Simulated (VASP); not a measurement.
# Rb (R-3m) in VASP: density of states with PBEsol

Aim: the density of states of Rb with PBEsol.

Program: VASP 6.6.1. These are calculated values, not measurements. Logs are shortened: lines on timing, memory, paths and dates and some standing lists are left out, and cuts for length are marked.

## 1. The cell of the first run

Symmetry: R-3m, No. 166, trigonal system. Conventional cell: a = 4.966 Å, b = 4.966 Å, c = 12.951 Å, α = 90.00°, β = 90.00°, γ = 120.00°. Within 4.4 Å of Rb (site symmetry 3m) lie 6 Rb at 3.35 to 3.85 Å.

## 2. Density of states, PBEsol

Input file POSCAR:

```
Rb
1.0
    2.4832500000      4.3011150000      0.0000000000
   -2.4832500000      4.3011150000      0.0000000000
   -2.4832500000      1.4337010000      4.3170140000
Rb
2
Direct
    0.2339100000      0.5321800000      0.7017300000
    0.7660900000      0.4678200000      0.2982700000
```

Input file INCAR.step1:

```
  PREC = Accurate
  ENCUT = 520
  EDIFF = 1E-7
  ISMEAR = -1
  SIGMA = 0.1
  LREAL = False
  LASPH = True
  NELM = 100
  ALGO = Normal
  ISIF = 2
  LWAVE = False
  LCHARG = True
  GGA = PS
  NBANDS = 16
```

Input file KPOINTS.step1:

```
regular mesh
0
Gamma
  9 9 9
```

Input file INCAR.step2:

```
  PREC = Accurate
  ENCUT = 520
  EDIFF = 1E-7
  ISMEAR = -5
  SIGMA = 0.1
  LREAL = False
  LASPH = True
  NELM = 100
  ALGO = Normal
  ISIF = 2
  LWAVE = False
  LCHARG = False
  GGA = PS
  LORBIT = 11
  NBANDS = 16
  NEDOS = 1001
  ICHARG = 11
```

Input file KPOINTS.step2:

```
regular mesh
0
Gamma
  14 14 14
```

Potentials or basis: VASP PAW PBE potentials, release 64 (Rb_sv).

The run is started by

```console
$ cat potpaw_PBE.64/Rb_sv/POTCAR > POTCAR
$ cp INCAR.step1 INCAR
$ cp KPOINTS.step1 KPOINTS
$ mpirun -np 1 vasp_std > vasp.out
$ cp INCAR.step2 INCAR
$ cp KPOINTS.step2 KPOINTS
$ mpirun -np 1 vasp_std > vasp.out
```

OUTCAR:

```text
PREC = Accurate
   ENCUT = 520
   EDIFF = 1E-7
   ISMEAR = -5
   LREAL = False
   LASPH = True
   NELM = 100
   ISIF = 2
   GGA = PS
   LORBIT = 11
   ICHARG = 11

 ion  position               nearest neighbor table
   1  0.234  0.532  0.702-   2 3.35   2 3.35   2 3.35   2 3.85   2 3.85   2 3.85
   2  0.766  0.468  0.298-   1 3.35   1 3.35   1 3.35   1 3.85   1 3.85   1 3.85

  LATTYP: Found a trigonal (rhomboedric) cell.
 ALAT       =     5.1825321028
 COS(alpha) =     0.5408158572

  Lattice vectors:

 A1 = (   2.4832500000,   1.4337010000,   4.3170140000)
 A2 = (  -2.4832500000,   1.4337010000,   4.3170140000)
 A3 = (   0.0000000000,  -2.8674140000,   4.3170140000)

Analysis of symmetry for initial positions (statically):
=====================================================================
 Subroutine PRICEL returns:
 Original cell was already a primitive cell.

 Routine SETGRP: Setting up the symmetry group for a
 trigonal (rhombohedral) supercell.

 Subroutine GETGRP returns: Found 12 space group operations
 (whereof 12 operations were pure point group operations)
 out of a pool of 12 trial point group operations.

The static configuration has the point symmetry D_3d.

Analysis of symmetry for dynamics (positions and initial velocities):
=====================================================================
 Subroutine PRICEL returns:
 Original cell was already a primitive cell.

 Routine SETGRP: Setting up the symmetry group for a
 trigonal (rhombohedral) supercell.

 Subroutine GETGRP returns: Found 12 space group operations
 (whereof 12 operations were pure point group operations)
 out of a pool of 12 trial point group operations.

The dynamic configuration has the point symmetry D_3d.

 Subroutine INISYM returns: Found 12 space group operations
 (whereof 12 operations are pure point group operations),
 and found     1 'primitive' translations

----------------------------------------------------------------------------------------

                                     Primitive cell

  volume of cell :      92.2178

  direct lattice vectors                    reciprocal lattice vectors
     2.483250000  4.301115000  0.000000000     0.201349039  0.116248926  0.077213972
    -2.483250000  4.301115000  0.000000000    -0.201349039  0.116248926 -0.154427621
    -2.483250000  1.433701000  4.317014000     0.000000000  0.000000000  0.231641593
[... 91 lines left out ...]
   NFREE  =      0    steps in history (QN), initial steepest desc. (CG)
   ISIF   =      2    stress and relaxation
   ISYM   =      2    0-nonsym 1-usesym 2-fastsym
   POTIM  = 0.5000    time-step for ionic-motion
   TEBEG  =    0.0;   TEEND  =   0.0 temperature during run
   PSTRESS=    0.0 pullay stress
   NELECT =      18.0000    total number of electrons
   NUPDOWN=      -1.0000    fix difference up-down
   EMIN   =  10.00;   EMAX   =-10.00  energy-range for DOS
   EFERMI =   0.00;   METHOD = LEGACY
   ISMEAR =    -5;   SIGMA  =   0.10  broadening in eV -4-tet -1-fermi 0-gaus
   EFERMI_NEDOS =   21; number of points for ismear=-14 and -15
   IALGO  =     38    algorithm
   IMIX   =      4    mixing-type and parameters
     AMIX     =   0.40;   BMIX     =  1.00
     AMIX_MAG =   1.60;   BMIX_MAG =  1.00
  volume/ion in A,a.u.               =      46.11       311.16
  Fermi-wavevector in a.u.,A,eV,Ry     =   0.949644  1.794566 12.270048  0.901823
  Thomas-Fermi vector in A             =   2.077946
   LORBIT       =     11    0 simple, 1 ext, 2 COOP (PROOUT), +10 PAW based schemes
   GGA     = PS    functional components
   LHFCALC =     F    Hartree Fock is set to
   AEXX    =    0.0000 exact exchange contribution
   IVDW    =     0    specifies the selected vdW correction
   LEPSILON=     F    determine dielectric tensor
   LRPA    =     F    only Hartree local field effects (RPA)
 non-spin polarized calculation
 Fermi weights with tetrahedron method with Bloechl corrections
  energy-cutoff  :      520.00
  volume of cell :       92.22
 maximum number of plane-waves:      2501
 NGX is ok and might be reduce to    40

 number of electron      18.0000000 magnetization

 Free energy of the ion-electron system (eV)
  ---------------------------------------------------
  ext. energy  EPLUGINS =         0.00000000
  ---------------------------------------------------
  free energy    TOTEN  =        -0.78140498 eV

  energy without entropy =       -0.78140498  energy(sigma->0) =       -0.78140498

 E-fermi :   2.0155     XC(G=0):  -7.5407

 val. band max:        2.0661458001   @ k =  -0.3571   0.2857   0.1429
 cond. band min:       1.9850092344   @ k =  -0.0000  -0.2143   0.3571
 fundamental gap:     -0.0811365657
 Fermi energy:         2.0155128411

 k-point     1 :       0.0000    0.0000    0.0000
  band No.  band energies     occupation
      1     -27.1939      2.00000
      2     -26.8696      2.00000
      3     -11.5422      2.00000
      4     -11.5422      2.00000
      5     -11.4901      2.00000
      6     -10.8168      2.00000
[... 433 lines left out ...]
      3     -11.6269      2.00000
      4     -11.4936      2.00000
      5     -11.4477      2.00000
      6     -10.9350      2.00000
[... 8 lines left out ...]
     15       6.8394      0.00000
     16       7.7068      0.00000

 [... further k-points ...]

------------------------ aborting loop because EDIFF is reached ----------------------------------------

  FORCE on cell =-STRESS in cart. coord.  units (eV):
  Direction    XX          YY          ZZ          XY          YZ          ZX
  --------------------------------------------------------------------------------------
  -------------------------------------------------------------------------------------
  Total        3.1842198      3.1842195      2.9234697      0.0000000     -0.0000027     -0.0000000
  in kB       55.3221008     55.3220965     50.7918734      0.0000000     -0.0000471     -0.0000000
  external PRESSURE =      53.8120236 kB  Pullay stress =       0.0000000 kB

 VOLUME and BASIS-vectors are now :
 -----------------------------------------------------------------------------
  energy-cutoff  :      520.00
  volume of cell :       92.22
      direct lattice vectors                 reciprocal lattice vectors
     2.483250000  4.301115000  0.000000000     0.201349039  0.116248926  0.077213972
    -2.483250000  4.301115000  0.000000000    -0.201349039  0.116248926 -0.154427621
    -2.483250000  1.433701000  4.317014000     0.000000000  0.000000000  0.231641593

 POSITION                                       TOTAL-FORCE (eV/Angst)
 -----------------------------------------------------------------------------------
     -2.48325      4.30111      3.02938         0.000000     -0.000000      0.443585
     -0.00000      5.73482      1.28764        -0.000000      0.000000     -0.443585
 -----------------------------------------------------------------------------------
    total drift:                               -0.000000      0.000000      0.000000

  FREE ENERGIE OF THE ION-ELECTRON SYSTEM (eV)
  ---------------------------------------------------
  free  energy   TOTEN  =        -0.7814049773 eV

  energy  without entropy=       -0.7814049773  energy(sigma->0) =       -0.78140498

 total charge

# of ion       s       p       d       tot
------------------------------------------
    1        1.980   5.304   0.040   7.325
    2        1.980   5.304   0.040   7.325
--------------------------------------------------
tot          3.961  10.609   0.081  14.650
```

OSZICAR.step1:

```text
N       E                     dE             d eps       ncg     rms          rms(c)
DAV:   1     0.102323170011E+03    0.10232E+03   -0.78185E+03  2720   0.944E+02
DAV:   2     0.728591226710E+01   -0.95037E+02   -0.91915E+02  3656   0.193E+02
DAV:   3    -0.434273421356E+00   -0.77202E+01   -0.76786E+01  4288   0.522E+01
DAV:   4    -0.876700633978E+00   -0.44243E+00   -0.44237E+00  3936   0.878E+00
DAV:   5    -0.881842388389E+00   -0.51418E-02   -0.51417E-02  4008   0.995E-01    0.440E+00
DAV:   6    -0.846484812810E+00    0.35358E-01   -0.34327E-02  3456   0.104E+00    0.275E+00
DAV:   7    -0.834903198973E+00    0.11582E-01   -0.54679E-02  3272   0.126E+00    0.313E-01
DAV:   8    -0.834587592759E+00    0.31561E-03   -0.56616E-03  3960   0.473E-01    0.481E-02
DAV:   9    -0.834589407175E+00   -0.18144E-05   -0.12403E-04  3592   0.772E-02    0.217E-02
DAV:  10    -0.834586726334E+00    0.26808E-05   -0.13368E-05  3824   0.244E-02    0.778E-03
DAV:  11    -0.834587362520E+00   -0.63619E-06   -0.14216E-06  3552   0.848E-03    0.178E-03
DAV:  12    -0.834587198702E+00    0.16382E-06   -0.18613E-07  3272   0.307E-03    0.430E-04
DAV:  13    -0.834587188723E+00    0.99790E-08   -0.21826E-08  2376   0.107E-03
   1 F= -.83458719E+00 E0= -.78596441E+00  d E =-.972455E-01
```

Wall time 5.2 min (1 thread of AMD EPYC 7R13 (Zen 3), shared host); peak memory 0.43 GiB.

Results:

* Valence electrons inside the program's atomic spheres: Rb 7.33

Levels at points of the mesh, in eV from the Fermi level:
```tsv
k point	band 5	band 6	band 7	band 8	band 9	band 10	band 11	band 12	band 13	band 14
(0.00, 0.00, 0.00)	-13.51	-12.83	-12.78	-12.78	-2.76	1.17	1.40	1.40	2.13	2.13
(0.50, 0.00, 0.00)	-13.42	-13.07	-12.91	-12.89	-0.21	-0.16	2.47	2.73	3.04	3.83
(0.00, 0.50, 0.00)	-13.69	-12.71	-12.66	-12.58	-0.27	0.08	0.89	2.81	3.01	4.07
(0.00, 0.00, 0.50)	-13.28	-13.24	-12.96	-12.96	-0.41	-0.24	2.89	2.89	3.27	3.27
```

Caveat: the PAW data sets were made with another functional, which shifts forces and pressure a little; tetrahedron occupations give inexact forces and stress in metals.
